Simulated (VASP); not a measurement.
# AlGa3N4 (P-43m) in VASP: further runs

AlGa3N4 is run at these levels: PBEsol; tasks: relaxation of cell and atoms, single point.

All numbers are computed with VASP 6.6.1; they aren't measurements. Logs are shortened: lines on timing, memory, paths and dates and some standing lists are left out, and cuts for length are marked.

### 1 The cell of the first run

It takes space group P-43m (No. 215, cubic). The conventional cell has a = 4.452 Å, b = 4.452 Å, c = 4.452 Å, α = 90.00°, β = 90.00°, γ = 90.00°. Within 2.5 Å of Al (site symmetry -43m) lie 4 N at 1.89 Å. Ga (site symmetry -42m) has 4 N at 1.94 Å within 2.6 Å. N (site symmetry 3m) has 1 Al at 1.89 Å and 3 Ga at 1.94 Å within 2.5 Å.

### 2 Relaxation of cell and atoms, PBEsol, target pressure 6 GPa, at which the enthalpy is minimised

Contents of INCAR:

```
  PREC = Accurate
  ENCUT = 600
  EDIFF = 1E-6
  ISMEAR = 0
  SIGMA = 0.01
  LREAL = F
  LASPH = T
  NELM = 100
  ALGO = Normal
  ISIF = 3
  LWAVE = F
  LCHARG = F
  GGA = PS
  IBRION = 2
  NSW = 80
  EDIFFG = -0.001
  PSTRESS = 60.0
```

Contents of KPOINTS:

```
regular mesh
0
Gamma
  6 6 6
```

Contents of POSCAR:

```
AlGa3N4
1.0
    4.4523690790      0.0000000000      0.0000000000
    0.0000000000      4.4523690790      0.0000000000
    0.0000000000      0.0000000000      4.4523690790
Al Ga N
1 3 4
Direct
    0.0000000000      0.0000000000      0.0000000000
    0.5000000000      0.5000000000      0.0000000000
    0.5000000000      0.0000000000      0.5000000000
    0.0000000000      0.5000000000      0.5000000000
    0.7550417430      0.7550417430      0.2449582570
    0.7550417430      0.2449582570      0.7550417430
    0.2449582570      0.7550417430      0.7550417430
    0.2449582570      0.2449582570      0.2449582570
```

Potentials or basis: VASP PAW PBE potentials, release 64 (Al, Ga_d, N).

The run is started by

```bash
cat potpaw_PBE.64/Al/POTCAR potpaw_PBE.64/Ga_d/POTCAR potpaw_PBE.64/N/POTCAR > POTCAR
mpirun -np 1 vasp_std > vasp.out
```

OUTCAR:

```text
PREC = Accurate
   ENCUT = 600
   EDIFF = 1E-6
   ISMEAR = 0
   LREAL = F
   LASPH = T
   NELM = 100
   ISIF = 3
   GGA = PS
   IBRION = 2
   NSW = 80
   EDIFFG = -0.001
   PSTRESS = 60.0

 ion  position               nearest neighbor table
   1  0.000  0.000  0.000-   5 1.89   6 1.89   7 1.89   8 1.89
   2  0.500  0.500  0.000-   5 1.94   6 1.94   7 1.94   8 1.94
   3  0.500  0.000  0.500-   5 1.94   6 1.94   7 1.94   8 1.94
   4  0.000  0.500  0.500-   5 1.94   6 1.94   7 1.94   8 1.94
   5  0.755  0.755  0.245-   1 1.89   2 1.94   3 1.94   4 1.94
   6  0.755  0.245  0.755-   1 1.89   2 1.94   3 1.94   4 1.94
   7  0.245  0.755  0.755-   1 1.89   2 1.94   3 1.94   4 1.94
   8  0.245  0.245  0.245-   1 1.89   2 1.94   3 1.94   4 1.94

  LATTYP: Found a simple cubic cell.
 ALAT       =     4.4523690790

  Lattice vectors:

 A1 = (   4.4523690790,   0.0000000000,   0.0000000000)
 A2 = (   0.0000000000,   4.4523690790,   0.0000000000)
 A3 = (   0.0000000000,   0.0000000000,   4.4523690790)

Analysis of symmetry for initial positions (statically):
=====================================================================
 Subroutine PRICEL returns:
 Original cell was already a primitive cell.

 Routine SETGRP: Setting up the symmetry group for a
 simple cubic supercell.

 Subroutine GETGRP returns: Found 24 space group operations
 (whereof 24 operations were pure point group operations)
 out of a pool of 48 trial point group operations.

The static configuration has the point symmetry T_d .

Analysis of symmetry for dynamics (positions and initial velocities):
=====================================================================
 Subroutine PRICEL returns:
 Original cell was already a primitive cell.

 Routine SETGRP: Setting up the symmetry group for a
 simple cubic supercell.

 Subroutine GETGRP returns: Found 24 space group operations
 (whereof 24 operations were pure point group operations)
 out of a pool of 48 trial point group operations.

The dynamic configuration has the point symmetry T_d .

 Subroutine INISYM returns: Found 24 space group operations
 (whereof 24 operations are pure point group operations),
 and found     1 'primitive' translations

----------------------------------------------------------------------------------------

                                     Primitive cell

  volume of cell :      88.2619
[... 92 lines left out ...]
   LSORBIT =      F    spin-orbit coupling
   LASPH  =      T    aspherical Exc in radial PAW
   ENCUT  =  600.0 eV  44.10 Ry    6.64 a.u.   8.89  8.89  8.89*2*pi/ulx,y,z
   NELM   =    100;   NELMIN=  2; NELMDL= -5     # of ELM steps
   EDIFF  = 0.1E-05   stopping-criterion for ELM
   LREAL  =      F    real-space projection
   EDIFFG = -.1E-02   stopping-criterion for IOM
   NSW    =     80    number of steps for IOM
   IBRION =      2    ionic relax: 0-MD 1-quasi-New 2-CG
   NFREE  =      1    steps in history (QN), initial steepest desc. (CG)
   ISIF   =      3    stress and relaxation
   ISYM   =      2    0-nonsym 1-usesym 2-fastsym
   POTIM  = 0.5000    time-step for ionic-motion
   TEBEG  =    0.0;   TEEND  =   0.0 temperature during run
   PSTRESS=   60.0 pullay stress
   NELECT =      62.0000    total number of electrons
   NUPDOWN=      -1.0000    fix difference up-down
   EMIN   =  10.00;   EMAX   =-10.00  energy-range for DOS
   EFERMI =   0.00;   METHOD = LEGACY
   ISMEAR =     0;   SIGMA  =   0.01  broadening in eV -4-tet -1-fermi 0-gaus
   EFERMI_NEDOS =   21; number of points for ismear=-14 and -15
   IALGO  =     38    algorithm
   IMIX   =      4    mixing-type and parameters
     AMIX     =   0.40;   BMIX     =  1.00
     AMIX_MAG =   1.60;   BMIX_MAG =  1.00
  volume/ion in A,a.u.               =      11.03        74.45
  Fermi-wavevector in a.u.,A,eV,Ry     =   1.455283  2.750087 28.815095  2.117850
  Thomas-Fermi vector in A             =   2.572336
   LORBIT       =      0    0 simple, 1 ext, 2 COOP (PROOUT), +10 PAW based schemes
   GGA     = PS    functional components
   LHFCALC =     F    Hartree Fock is set to
   AEXX    =    0.0000 exact exchange contribution
   IVDW    =     0    specifies the selected vdW correction
   LEPSILON=     F    determine dielectric tensor
   LRPA    =     F    only Hartree local field effects (RPA)
 conjugate gradient relaxation of ions
 non-spin polarized calculation
 Gauss-broadening in eV      SIGMA  =   0.01
  energy-cutoff  :      600.00
  volume of cell :       88.26
 maximum number of plane-waves:      3016
 NGX is ok and might be reduce to    36
   NGX = 17   NGY = 17   NGZ = 17

--------------------------------------- Ionic step        1  -------------------------------------------

 number of electron      61.9999950 magnetization

 Free energy of the ion-electron system (eV)
  ---------------------------------------------------
  ext. energy  EPLUGINS =         0.00000000
  ---------------------------------------------------
  free energy    TOTEN  =       -54.96948028 eV

  energy without entropy =      -54.96948028  energy(sigma->0) =      -54.96948028

------------------------ aborting loop because EDIFF is reached ----------------------------------------

  FORCE on cell =-STRESS in cart. coord.  units (eV):
  Direction    XX          YY          ZZ          XY          YZ          ZX
  --------------------------------------------------------------------------------------
  -------------------------------------------------------------------------------------
  Total        0.9550179      0.9550179      0.9550179     -0.0000000     -0.0000000     -0.0000000
  in kB       17.3359884     17.3359884     17.3359884     -0.0000000     -0.0000000     -0.0000000
  external PRESSURE =     -42.6640116 kB  Pullay stress =      60.0000000 kB
[... 115 lines left out ...]
  energy  without entropy=      -54.9266690962  energy(sigma->0) =      -54.92666910

  enthalpy is  TOTEN    =       -51.6891519940 eV   P V=        3.2375171022

[... ionic steps 4 to 12 ...]

--------------------------------------- Ionic step       13  -------------------------------------------

 number of electron      61.9999946 magnetization

------------------------ aborting loop because EDIFF is reached ----------------------------------------
[... 83 lines left out ...]
--------------------------------------- Ionic step       15  -------------------------------------------

 number of electron      61.9999946 magnetization

 Free energy of the ion-electron system (eV)
  ---------------------------------------------------
  ext. energy  EPLUGINS =         0.00000000
  ---------------------------------------------------
  free energy    TOTEN  =       -54.92630949 eV

  energy without entropy =      -54.92630949  energy(sigma->0) =      -54.92630949

 E-fermi :   5.7318     XC(G=0): -11.9042

 val. band max:        5.6458180713   @ k =   0.0000   0.0000   0.0000
 cond. band min:       8.1724533232   @ k =   0.0000   0.0000   0.0000
 fundamental gap:      2.5266352519
 Fermi energy:         5.7317831976

 k-point     1 :       0.0000    0.0000    0.0000
  band No.  band energies     occupation
      1     -10.2907      2.00000
      2      -8.8581      2.00000
      3      -8.8581      2.00000
      4      -8.8581      2.00000
      5      -7.4851      2.00000
      6      -7.4567      2.00000
[... 828 lines left out ...]
  energy  without entropy=      -54.9263094902  energy(sigma->0) =      -54.92630949

  enthalpy is  TOTEN    =       -51.6891531346 eV   P V=        3.2371563556

 reached required accuracy - stopping structural energy minimisation
```

OSZICAR:

```text
N       E                     dE             d eps       ncg     rms          rms(c)
DAV:   1     0.682511437352E+03    0.68251E+03   -0.31654E+04  1626   0.310E+03
DAV:   2     0.631876052410E+02   -0.61932E+03   -0.59555E+03  1608   0.723E+02
DAV:   3    -0.545817979043E+02   -0.11777E+03   -0.11278E+03  1755   0.220E+02
DAV:   4    -0.626752525936E+02   -0.80935E+01   -0.80423E+01  2014   0.605E+01
[... 88 lines left out ...]
DAV:   1    -0.549263166659E+02   -0.50311E-04   -0.14203E-06   770   0.220E-02    0.227E-03
DAV:   2    -0.549263165698E+02    0.96118E-07   -0.47896E-07   770   0.134E-02
  14 F= -.51689153E+02 E0= -.51689153E+02  d E =-.619808E-06
       N       E                     dE             d eps       ncg     rms          rms(c)
DAV:   1    -0.549263094834E+02    0.71826E-05   -0.23230E-07   770   0.730E-03    0.341E-04
DAV:   2    -0.549263094902E+02   -0.68785E-08   -0.92648E-08   770   0.324E-03
  15 F= -.51689153E+02 E0= -.51689153E+02  d E =-.589418E-06
```

CONTCAR:

```text
AlGa3N4
   1.00000000000000
     4.4215479197037890   -0.0000000000000000   -0.0000000000000000
     0.0000000000000000    4.4215479197037890    0.0000000000000000
    -0.0000000000000000   -0.0000000000000000    4.4215479197037890
  Al              Ga              N
     1     3     4
Direct
     0.0000000000000000    0.0000000000000000    0.0000000000000000
     0.5000000000000000    0.5000000000000000    0.0000000000000000
     0.5000000000000000    0.0000000000000000    0.5000000000000000
     0.0000000000000000    0.5000000000000000    0.5000000000000000
     0.7549984266675520    0.7549984266675520    0.2450015733324482
     0.7549984266675520    0.2450015733324482    0.7549984266675520
     0.2450015733324482    0.7549984266675520    0.7549984266675520
     0.2450015733324482    0.2450015733324482    0.2450015733324482

  0.00000000E+00  0.00000000E+00  0.00000000E+00
  0.00000000E+00  0.00000000E+00  0.00000000E+00
  0.00000000E+00  0.00000000E+00  0.00000000E+00
  0.00000000E+00  0.00000000E+00  0.00000000E+00
  0.00000000E+00  0.00000000E+00  0.00000000E+00
  0.00000000E+00  0.00000000E+00  0.00000000E+00
  0.00000000E+00  0.00000000E+00  0.00000000E+00
  0.00000000E+00  0.00000000E+00  0.00000000E+00
```

It took 3.9 min on 1 thread of AMD EPYC 9R45 (Zen 5), shared host; peak memory 0.22 GiB.

What came out:

```
Free energy                                                : -54.9263 eV
Relaxed volume                                             : 10.81 Å³/atom
Relaxed cell                                               : a = 4.422 Å, b = 4.422 Å, c = 4.422 Å, α = 90.00°, β = 90.00°, γ = 90.00°
Space group after relaxing (to 0.1 Å)                      : P-43m (No. 215)
Energy change on relaxing (the run minimises the enthalpy) : +5.4 meV/atom
Ionic steps                                                : 15
Pressure after relaxing                                    : 6.0 GPa
Band gap on the k mesh                                     : 2.53 eV
```

Step by step:
```tsv
step	energy change (eV)	largest force (eV/Å)	pressure (GPa)	volume (Å³)
1	0.0000	0.0114	1.73	88.26
2	0.1423	0.0098	10.93	84.56
3	0.0428	0.0025	5.97	86.45
4	0.0442	0.0018	6.11	86.42
5	0.0411	0.0003	5.78	86.50
6	0.0428	0.0008	6.02	86.45
7	0.0427	0.0016	5.99	86.45
8	0.0428	0.0008	5.96	86.45
9	0.0428	0.0013	5.98	86.45
10	0.0434	0.0001	6.03	86.44
11	0.0431	0.0000	5.94	86.44
12	0.0433	0.0002	6.05	86.44
13	0.0432	0.0004	6.04	86.44
14	0.0432	0.0020	6.00	86.44
15	0.0432	0.0003	6.00	86.44
```

Final structure:
```
Al Ga N
1.0
     4.42155    0.00000    0.00000
     0.00000    4.42155    0.00000
     0.00000    0.00000    4.42155
Al Ga N
1 3 4
Cartesian
  0.0000 0.0000 0.0000
  2.2108 2.2108 0.0000
  2.2108 0.0000 2.2108
  0.0000 2.2108 2.2108
  3.3383 3.3383 1.0833
  3.3383 1.0833 3.3383
  1.0833 3.3383 3.3383
  1.0833 1.0833 1.0833
```

Caveat: the cell is relaxed towards a set pressure, so the run minimises the enthalpy, not the energy; the PAW data sets were made with another functional, which shifts forces and pressure a little.

(Part 1 of 2 ends here.)
